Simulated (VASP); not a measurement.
# Sc (Fm-3m) in VASP: a series of runs

Sc is run at these levels: PBE; tasks: single point.

Everything below comes from runs of VASP 6.6.1. Logs are shortened: lines on timing, memory, paths and dates and some standing lists are left out, and cuts for length are marked.

**1. The cell of the first run**

Symmetry: Fm-3m, No. 225, cubic system. The conventional cell has a = 4.459 Å, b = 4.459 Å, c = 4.459 Å, α = 90.00°, β = 90.00°, γ = 90.00°. Sc (site symmetry m-3m) has 12 Sc at 3.15 Å within 4.1 Å.

**2. Single point, PBE (volume scaled by 0.96)**

Contents of INCAR:

```
SYSTEM = Sc
PREC = Accurate
ENCUT = 520
EDIFF = 1E-6
ISMEAR = -1
SIGMA = 0.05
LREAL = .False.
LASPH = .True.
NELM = 60
ALGO = Normal
ISIF = 2
LWAVE = .False.
LCHARG = .True.
GGA = PE
LELF = .True.
LVHAR = .True.
NBANDS = 12
```

Contents of KPOINTS:

```
regular mesh
0
Gamma
  10 10 10
  0 0 0
```

Contents of POSCAR:

```
Sc
1.0
    0.0000000000      2.2294557152      2.2294557152
    2.2294557152      0.0000000000      2.2294557152
    2.2294557152      2.2294557152      0.0000000000
Sc
1
Direct
    0.0000000000      0.0000000000      0.0000000000
```

Potentials or basis: VASP PAW PBE potentials, release 64 (Sc_sv).

Command:

```sh
$ cat potpaw_PBE.64/Sc_sv/POTCAR > POTCAR
$ mpirun -np 1 vasp_std > vasp.out
```

OUTCAR:

```text
SYSTEM = Sc
   PREC = Accurate
   ENCUT = 520
   EDIFF = 1E-6
   ISMEAR = -1
   LREAL = .False.
   LASPH = .True.
   NELM = 60
   ISIF = 2
   GGA = PE

 ion  position               nearest neighbor table
   1  0.000  0.000  0.000-

  LATTYP: Found a face centered cubic cell.
 ALAT       =     4.4589114304

  Lattice vectors:

 A1 = (   0.0000000000,   2.2294557152,   2.2294557152)
 A2 = (   2.2294557152,   0.0000000000,   2.2294557152)
 A3 = (   2.2294557152,   2.2294557152,   0.0000000000)

Analysis of symmetry for initial positions (statically):
=====================================================================
 Subroutine PRICEL returns:
 Original cell was already a primitive cell.

 Routine SETGRP: Setting up the symmetry group for a
 face centered cubic supercell.

 Subroutine GETGRP returns: Found 48 space group operations
 (whereof 48 operations were pure point group operations)
 out of a pool of 48 trial point group operations.

The static configuration has the point symmetry O_h .

Analysis of symmetry for dynamics (positions and initial velocities):
=====================================================================
 Subroutine PRICEL returns:
 Original cell was already a primitive cell.

 Routine SETGRP: Setting up the symmetry group for a
 face centered cubic supercell.

 Subroutine GETGRP returns: Found 48 space group operations
 (whereof 48 operations were pure point group operations)
 out of a pool of 48 trial point group operations.

The dynamic configuration has the point symmetry O_h .

 Subroutine INISYM returns: Found 48 space group operations
 (whereof 48 operations are pure point group operations),
 and found     1 'primitive' translations

----------------------------------------------------------------------------------------

                                     Primitive cell

  volume of cell :      22.1629

  direct lattice vectors                    reciprocal lattice vectors
     0.000000000  2.229455715  2.229455715    -0.224269985  0.224269985  0.224269985
     2.229455715  0.000000000  2.229455715     0.224269985 -0.224269985  0.224269985
     2.229455715  2.229455715  0.000000000     0.224269985  0.224269985 -0.224269985

  length of vectors
     3.152926509  3.152926509  3.152926509     0.388447009  0.388447009  0.388447009

  position of ions in fractional coordinates (direct lattice)
     0.000000000  0.000000000  0.000000000

  ion indices of the primitive-cell ions
   primitive index   ion index
                 1           1
[... 73 lines left out ...]
   LREAL  =      F    real-space projection
   EDIFFG = 0.1E-04   stopping-criterion for IOM
   NSW    =      0    number of steps for IOM
   IBRION =     -1    ionic relax: 0-MD 1-quasi-New 2-CG
   NFREE  =      0    steps in history (QN), initial steepest desc. (CG)
   ISIF   =      2    stress and relaxation
   ISYM   =      2    0-nonsym 1-usesym 2-fastsym
   POTIM  = 0.5000    time-step for ionic-motion
   TEBEG  =    0.0;   TEEND  =   0.0 temperature during run
   PSTRESS=    0.0 pullay stress
   NELECT =      11.0000    total number of electrons
   NUPDOWN=      -1.0000    fix difference up-down
   EMIN   =  10.00;   EMAX   =-10.00  energy-range for DOS
   EFERMI =   0.00;   METHOD = LEGACY
   ISMEAR =    -1;   SIGMA  =   0.05  broadening in eV -4-tet -1-fermi 0-gaus
   EFERMI_NEDOS =   21; number of points for ismear=-14 and -15
   IALGO  =     38    algorithm
   IMIX   =      4    mixing-type and parameters
     AMIX     =   0.40;   BMIX     =  1.00
     AMIX_MAG =   1.60;   BMIX_MAG =  1.00
  volume/ion in A,a.u.               =      22.16       149.56
  Fermi-wavevector in a.u.,A,eV,Ry     =   1.296175  2.449415 22.858725  1.680069
  Thomas-Fermi vector in A             =   2.427648
   LORBIT       =      0    0 simple, 1 ext, 2 COOP (PROOUT), +10 PAW based schemes
   GGA     = PE    functional components
   LHFCALC =     F    Hartree Fock is set to
   AEXX    =    0.0000 exact exchange contribution
   IVDW    =     0    specifies the selected vdW correction
   LEPSILON=     F    determine dielectric tensor
   LRPA    =     F    only Hartree local field effects (RPA)
 non-spin polarized calculation
  energy-cutoff  :      520.00
  volume of cell :       22.16
 maximum number of plane-waves:       610
   NGX = 11   NGY = 11   NGZ = 11

 number of electron      11.0000004 magnetization

 Free energy of the ion-electron system (eV)
  ---------------------------------------------------
  ext. energy  EPLUGINS =         0.00000000
  ---------------------------------------------------
  free energy    TOTEN  =        -6.15865401 eV

  energy without entropy =       -6.14310673  energy(sigma->0) =       -6.15088037

 E-fermi :   4.3835     XC(G=0): -10.3079

 val. band max:        4.3762434204   @ k =  -0.3000   0.4000   0.2000
 cond. band min:       4.4028486259   @ k =   0.4000   0.3000   0.1000
 fundamental gap:      0.0266052056
 Fermi energy:         4.3834782795

 k-point     1 :       0.0000    0.0000    0.0000
  band No.  band energies     occupation
      1     -44.7652      2.00000
      2     -23.1092      2.00000
      3     -23.1092      2.00000
      4     -23.1092      2.00000
      5      -0.9865      2.00000
      6       6.1170      0.00000
      7       6.1170      0.00000
      8       6.1170      0.00000
      9       7.7025      0.00000
     10       7.7025      0.00000
     11      17.4878      0.00000
     12      21.3222      0.00000
[... 331 lines left out ...]
 k-point    24 :       0.4000    0.3000    0.0000
  band No.  band energies     occupation
      1     -44.6658      2.00000
      2     -23.5378      2.00000
      3     -23.2793      2.00000
      4     -23.2612      2.00000
      5       2.3558      2.00000
      6       4.0758      1.99576
      7       5.7227      0.00000
      8       7.7348      0.00000
      9       8.3461      0.00000
     10       8.6731      0.00000
     11      15.1043      0.00000
     12      16.3674      0.00000

 [... further k-points ...]
[... 5 lines left out ...]
  --------------------------------------------------------------------------------------
  -------------------------------------------------------------------------------------
  Total        0.9101279      0.9101279      0.9101279      0.0000000      0.0000000     -0.0000000
  in kB       65.7940249     65.7940249     65.7940249      0.0000000      0.0000000     -0.0000000
  external PRESSURE =      65.7940249 kB  Pullay stress =       0.0000000 kB

 VOLUME and BASIS-vectors are now :
 -----------------------------------------------------------------------------
  energy-cutoff  :      520.00
  volume of cell :       22.16
      direct lattice vectors                 reciprocal lattice vectors
     0.000000000  2.229455715  2.229455715    -0.224269985  0.224269985  0.224269985
     2.229455715  0.000000000  2.229455715     0.224269985 -0.224269985  0.224269985
     2.229455715  2.229455715  0.000000000     0.224269985  0.224269985 -0.224269985

 POSITION                                       TOTAL-FORCE (eV/Angst)
 -----------------------------------------------------------------------------------
      0.00000      0.00000      0.00000         0.000000     -0.000000      0.000000
 -----------------------------------------------------------------------------------
    total drift:                               -0.000000      0.000000      0.000000

  FREE ENERGIE OF THE ION-ELECTRON SYSTEM (eV)
  ---------------------------------------------------
  free  energy   TOTEN  =        -6.1586540068 eV

  energy  without entropy=       -6.1431067302  energy(sigma->0) =       -6.15088037
```

OSZICAR:

```text
N       E                     dE             d eps       ncg     rms          rms(c)
DAV:   1     0.747960112125E+02    0.74796E+02   -0.52185E+03  1128   0.919E+02
DAV:   2    -0.534204758192E+01   -0.80138E+02   -0.78613E+02  1128   0.290E+02
DAV:   3    -0.672820527266E+01   -0.13862E+01   -0.13621E+01  1444   0.497E+01
DAV:   4    -0.674954255154E+01   -0.21337E-01   -0.21315E-01  1456   0.492E+00
DAV:   5    -0.674986229381E+01   -0.31974E-03   -0.31974E-03  1488   0.552E-01    0.591E+00
DAV:   6    -0.623016369362E+01    0.51970E+00   -0.78640E-01  1688   0.130E+01    0.181E+00
DAV:   7    -0.616283131953E+01    0.67332E-01   -0.15093E-01  1748   0.548E+00    0.504E-01
DAV:   8    -0.615875919181E+01    0.40721E-02   -0.77782E-03  1324   0.118E+00    0.932E-02
DAV:   9    -0.615864787413E+01    0.11132E-03   -0.40474E-04  1708   0.317E-01    0.209E-02
DAV:  10    -0.615865371138E+01   -0.58372E-05   -0.14136E-05  1384   0.436E-02    0.252E-03
DAV:  11    -0.615865400681E+01   -0.29543E-06   -0.36115E-07   748   0.860E-03
   1 F= -.61586540E+01 E0= -.61508804E+01  d E =-.155473E-01
```

stdout:

```text
POSCAR found type information on POSCAR Sc
 POSCAR found :  1 types and       1 ions
 scaLAPACK will be used
 LDA part: xc-table for (Slater+PW92), standard interpolation
 POSCAR, INCAR and KPOINTS ok, starting setup
 FFT: planning ... GRIDC
 FFT: planning ... GRID_SOFT
 FFT: planning ... GRID
 WAVECAR not read
 entering main loop
```

Wall time 3.8 s (1 thread of Intel Xeon 6975P-C (Granite Rapids), shared host); peak memory 0.14 GiB.

What came out:

| Item | Value |
| --- | --- |
| Free energy | -6.1587 eV |
| Pressure | 6.6 GPa |

Levels at points of the mesh, in eV from the Fermi level:
```tsv
k point	band 3	band 4	band 5	band 6	band 7	band 8
(0.00, 0.00, 0.00)	-27.49	-27.49	-5.37	1.73	1.73	1.73
(0.50, 0.00, 0.00)	-27.56	-27.56	-1.88	0.46	1.60	1.60
(0.50, 0.50, 0.00)	-27.69	-27.69	-1.75	-0.78	2.33	4.35
```

(Part 1 of 2 ends here.)
